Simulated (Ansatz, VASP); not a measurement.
# P: VASP beside Ansatz

```
CELL_PARAMETERS angstrom
4.43635 0.00000 0.00000
-2.21817 3.84199 0.00000
0.00000 0.00000 2.50961
ATOMIC_POSITIONS crystal
P 0.00000 0.00000 0.00000
P 0.33333 0.66667 0.50000
P 0.66667 0.33333 0.50000
```

Alike in both runs: task single point; functional LDA; k mesh 9 × 9 × 14; occupations fermi-dirac, width 0.1 eV; no spin polarisation.

|  | VASP | Ansatz |
| --- | --- | --- |
| version | VASP 6.6.1 | Ansatz 0.2.0 |
| potentials or method | VASP PAW LDA potentials, release 64 (P), cutoff 520 eV | plane waves (420 eV) with PAW, scalar-relativistic |
| valence electrons in the cell | 15 | 15 |

Ansatz gave:

| Property | Result |
| --- | --- |
| pressure (GPa) | -4.0 |
| traceless stress, the component that is largest in VASP (GPa) | -0.53 |

Problem. What did VASP give for the same quantities?

Solution. Pressure (GPa): -4.1; traceless stress, the component that is largest in VASP (GPa): -0.55.

Ansatz warns that its potentials were made for another functional, while VASP's fit it. LDA's correlation is that of Perdew and Zunger in VASP and of Perdew and Wang (1992) in Ansatz.
